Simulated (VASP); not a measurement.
# Tm3BF in VASP: settings compared, part 2 of 2

VASP 6.6.1. The steps go on from the part before.

**3. Single point, PBE**

This run uses another cell than the first one, of 24.40 Å³/atom.

File INCAR:

```
PREC = Accurate
ENCUT = 600
EDIFF = 1E-6
ISMEAR = 0
SIGMA = 0.1
LREAL = False
LASPH = True
NELM = 200
ALGO = Normal
ISIF = 2
LWAVE = False
LCHARG = True
GGA = PE
LELF = True
LVHAR = True
NBANDS = 26
GGA_COMPAT = False
LMAXMIX = 6
```

File KPOINTS:

```
Automatic mesh
0
Gamma
  8 8 8
```

File POSCAR:

```
Tm3BF
1.0
    4.9200280251      0.0000000000      0.0000000000
    0.0000000000      4.9200280251      0.0000000000
    0.0000000000      0.0000000000      5.0394060917
Tm B F
3 1 1
Direct
    0.5000000000      0.0000000000      0.0000000000
    0.5000000000      0.5000000000      0.5000000000
    0.0000000000      0.5000000000      0.0000000000
    0.5000000000      0.5000000000      0.0000000000
    0.0000000000      0.0000000000      0.0000000000
```

Potentials or basis: VASP PAW PBE potentials, release 64 (Tm_3, B, F), 4f in core.

The run is started by

```
$ cat potpaw_PBE.64/Tm_3/POTCAR potpaw_PBE.64/B/POTCAR potpaw_PBE.64/F/POTCAR > POTCAR
$ mpirun -np 1 vasp_std > vasp.out
```

It took 1.8 min on 1 thread of Intel Xeon 6975P-C (Granite Rapids), shared host; peak memory 0.43 GiB.

It converged, with:

```yaml
Free_energy: -26.1308 eV
Pressure: 0.4 GPa
Band_gap_on_the_k_mesh: zero (an odd number of electrons rules out a gap without spin polarisation)
```

Levels at points of the mesh, in eV from the Fermi level:
```tsv
k point	band 16	band 17	band 18	band 19	band 20	band 21	band 22	band 23
(0.00, 0.00, 0.00)	-0.64	-0.37	-0.23	-0.23	0.28	0.56	0.56	2.18
(0.50, 0.00, 0.00)	-1.60	-0.74	-0.64	-0.36	0.16	0.93	1.08	2.41
(0.50, 0.50, 0.00)	-2.86	-1.39	-0.01	-0.01	0.27	1.41	1.41	1.72
(0.00, 0.00, 0.50)	-0.49	-0.36	-0.36	-0.09	0.46	0.46	0.75	0.78
(0.50, 0.00, 0.50)	-2.94	-1.22	-0.02	0.07	0.80	1.42	1.46	2.02
(0.50, 0.50, 0.50)	-3.16	-3.16	-0.17	1.09	1.09	1.54	1.54	1.78
```

Caveat: spin-orbit coupling is left out, which moves the levels of the heavy elements; the 4f electrons are frozen in the core, so they carry no moment and show no levels; an odd number of electrons without spin polarisation forces a metal; a magnetic or distorted state may lie lower; the run has no spin polarisation, though such a crystal can be magnetic. With open d or f shells a metallic result of PBE can be an artefact of self-interaction; +U or a hybrid may open a gap.

**4. Single point, PBE+D3(BJ)**

This run uses another cell than the first one, of 24.40 Å³/atom.

File INCAR:

```
SYSTEM = Tm3BF
PREC = Accurate
ENCUT = 600
EDIFF = 1E-6
ISMEAR = 0
SIGMA = 0.1
LREAL = .FALSE.
LASPH = .TRUE.
NELM = 200
ALGO = Normal
ISIF = 2
LWAVE = .FALSE.
LCHARG = .TRUE.
GGA = PE
IVDW = 12
LELF = .TRUE.
LVHAR = .TRUE.
NBANDS = 26
GGA_COMPAT = .FALSE.
LMAXMIX = 6
```

File KPOINTS:

```
Automatic mesh
0
G
  8 8 8
  0 0 0
```

POSCAR is that of step 3.

The run is started by

```
$ cat potpaw_PBE.64/Tm_3/POTCAR potpaw_PBE.64/B/POTCAR potpaw_PBE.64/F/POTCAR > POTCAR
$ mpirun -np 1 vasp_std > vasp.out
```

Run time: 2.1 min. Hardware: 1 thread of Intel Xeon 6975P-C (Granite Rapids), shared host; peak memory 0.44 GiB.

It converged, with:

| Item | Value |
| --- | --- |
| Free energy | -27.1797 eV |
| Pressure | -1.0 GPa |
| Band gap on the k mesh | zero (an odd number of electrons rules out a gap without spin polarisation) |
| Dispersion energy per atom | -0.210 eV |

Levels at points of the mesh, in eV from the Fermi level:
```tsv
k point	band 16	band 17	band 18	band 19	band 20	band 21	band 22	band 23
(0.00, 0.00, 0.00)	-0.64	-0.37	-0.23	-0.23	0.28	0.56	0.56	2.18
(0.50, 0.00, 0.00)	-1.60	-0.74	-0.64	-0.36	0.16	0.93	1.08	2.41
(0.50, 0.50, 0.00)	-2.86	-1.39	-0.01	-0.01	0.27	1.41	1.41	1.72
(0.00, 0.00, 0.50)	-0.49	-0.36	-0.36	-0.09	0.46	0.46	0.75	0.78
(0.50, 0.00, 0.50)	-2.94	-1.22	-0.02	0.07	0.80	1.42	1.46	2.02
(0.50, 0.50, 0.50)	-3.16	-3.16	-0.17	1.09	1.09	1.54	1.54	1.78
```

Caveat: three body term missing; spin-orbit coupling is left out, which moves the levels of the heavy elements; the 4f electrons are frozen in the core, so they carry no moment and show no levels; an odd number of electrons without spin polarisation forces a metal; a magnetic or distorted state may lie lower; the run has no spin polarisation, though such a crystal can be magnetic.

**5. Single point, PBE**

This run uses another cell than the first one, of 24.40 Å³/atom.

File INCAR:

```
SYSTEM = Tm3BF
PREC     = Accurate       ! precision mode
ENCUT    = 600            ! plane-wave cutoff, eV
EDIFF    = 1E-6           ! SCF threshold, eV
ISMEAR   = 0              ! smearing method
SIGMA    = 0.1            ! smearing width, eV
LREAL    = .False.        ! projectors in reciprocal space
LASPH    = .True.         ! aspherical terms in the spheres
NELM     = 200            ! most SCF steps
ALGO     = Normal         ! electronic algorithm
ISIF     = 2              ! what is computed and relaxed
LWAVE    = .False.        ! write WAVECAR
LCHARG   = .False.        ! write CHGCAR
GGA      = PE             ! functional
NBANDS   = 26             ! bands
GGA_COMPAT= .False.      
LMAXMIX  = 6              ! l up to which the mixer works
```

File KPOINTS:

```
Automatic mesh
0
Gamma
  8 8 8
  0.5 0.5 0.5
```

POSCAR is that of step 4.

Potentials or basis: VASP PAW PBE potentials, release 64 (Tm_3, B, F), 4f in core.

The run is started by

```
$ cat potpaw_PBE.64/Tm_3/POTCAR potpaw_PBE.64/B/POTCAR potpaw_PBE.64/F/POTCAR > POTCAR
$ mpirun -np 1 vasp_std > vasp.out
```

OUTCAR:

```text
SYSTEM = Tm3BF
   PREC = Accurate
   ENCUT = 600
   EDIFF = 1E-6
   ISMEAR = 0
   LREAL = .False.
   LASPH = .True.
   NELM = 200
   ISIF = 2
   GGA = PE

 ion  position               nearest neighbor table
   1  0.500  0.000  0.000-   4 2.46   5 2.46   4 2.46   5 2.46   3 3.48   3 3.48   3 3.48   3 3.48
                             2 3.52   2 3.52   2 3.52   2 3.52
   2  0.500  0.500  0.500-   4 2.52   4 2.52   1 3.52   1 3.52   3 3.52   3 3.52   1 3.52   1 3.52
                             3 3.52   3 3.52
   3  0.000  0.500  0.000-   4 2.46   5 2.46   5 2.46   4 2.46   1 3.48   1 3.48   1 3.48   1 3.48
[... 905 lines left out ...]
  -------------------------------------------------------------------------------------
  Total        0.3232218      0.3232218      0.2615288      0.0000000      0.0000000      0.0000000
  in kB        4.2451858      4.2451858      3.4349115      0.0000000      0.0000000      0.0000000
  external PRESSURE =       3.9750944 kB  Pullay stress =       0.0000000 kB

 VOLUME and BASIS-vectors are now :
 -----------------------------------------------------------------------------
  energy-cutoff  :      600.00
  volume of cell :      121.99
      direct lattice vectors                 reciprocal lattice vectors
     4.920028025  0.000000000  0.000000000     0.203250875  0.000000000  0.000000000
     0.000000000  4.920028025  0.000000000     0.000000000  0.203250875  0.000000000
     0.000000000  0.000000000  5.039406092     0.000000000  0.000000000  0.198436082

 POSITION                                       TOTAL-FORCE (eV/Angst)
 -----------------------------------------------------------------------------------
      2.46001      0.00000      0.00000         0.000000      0.000000      0.000000
      2.46001      2.46001      2.51970         0.000000      0.000000      0.000000
      0.00000      2.46001      0.00000         0.000000      0.000000      0.000000
      2.46001      2.46001      0.00000         0.000000      0.000000      0.000000
      0.00000      0.00000      0.00000         0.000000      0.000000      0.000000
 -----------------------------------------------------------------------------------
    total drift:                               -0.000000      0.000000     -0.000000

  FREE ENERGIE OF THE ION-ELECTRON SYSTEM (eV)
  ---------------------------------------------------
  free  energy   TOTEN  =       -26.1310770045 eV

  energy  without entropy=      -26.1142758890  energy(sigma->0) =      -26.12267645
```

stdout:

```text
POSCAR found type information on POSCAR TmB F
 POSCAR found :  3 types and       5 ions
 scaLAPACK will be used
 LDA part: xc-table for (Slater+PW92), standard interpolation
 POSCAR, INCAR and KPOINTS ok, starting setup
 FFT: planning ... GRIDC
 FFT: planning ... GRID_SOFT
 FFT: planning ... GRID
 WAVECAR not read
 entering main loop
```

Run time: 62 s. Hardware: 1 thread of Intel Xeon 6975P-C (Granite Rapids), shared host; peak memory 0.33 GiB.

Results:

* Free energy: -26.1311 eV
* Pressure: 0.4 GPa
* Band gap on the k mesh: zero (an odd number of electrons rules out a gap without spin polarisation)

Levels at points of the mesh, in eV from the Fermi level:
```tsv
k point	band 16	band 17	band 18	band 19	band 20	band 21
(0.06, 0.06, 0.06)	-0.66	-0.44	-0.33	-0.21	0.21	0.44
```

Caveat: spin-orbit coupling is left out, which moves the levels of the heavy elements; the 4f electrons are frozen in the core, so they carry no moment and show no levels; an odd number of electrons without spin polarisation forces a metal; a magnetic or distorted state may lie lower; the run has no spin polarisation, though such a crystal can be magnetic. Spin polarisation is off, so any magnetic state and its effect on volume and gap are missing.

**6. Summary**

```csv
level,cell,k mesh,gap on the mesh (eV),pressure (GPa)
PBE,"a = 4.908, b = 4.908, c = 5.029 Å, 5 atoms",4 × 4 × 4,none,0.7
PBE,"a = 4.920, b = 4.920, c = 5.039 Å, 5 atoms",8 × 8 × 8,none,0.4
PBE+D3(BJ),"a = 4.920, b = 4.920, c = 5.039 Å, 5 atoms",8 × 8 × 8,none,-1.0
PBE,"a = 4.920, b = 4.920, c = 5.039 Å, 5 atoms","8 × 8 × 8, shifted",none,0.4
```

Alike in all rows: task single point; potentials or basis VASP PAW PBE potentials, release 64 (Tm_3, B, F), 4f in core; no spin polarisation; cutoff (eV) 600; smearing gaussian 0.1 eV.

Caveats: spin-orbit coupling is left out, which moves the levels of the heavy elements; the 4f electrons are frozen in the core, so they carry no moment and show no levels; an odd number of electrons without spin polarisation forces a metal; a magnetic or distorted state may lie lower; the run has no spin polarisation, though such a crystal can be magnetic; three body term missing (at least some runs).

Total energies depend on the potentials used, so only differences within one code and one set of settings carry meaning.
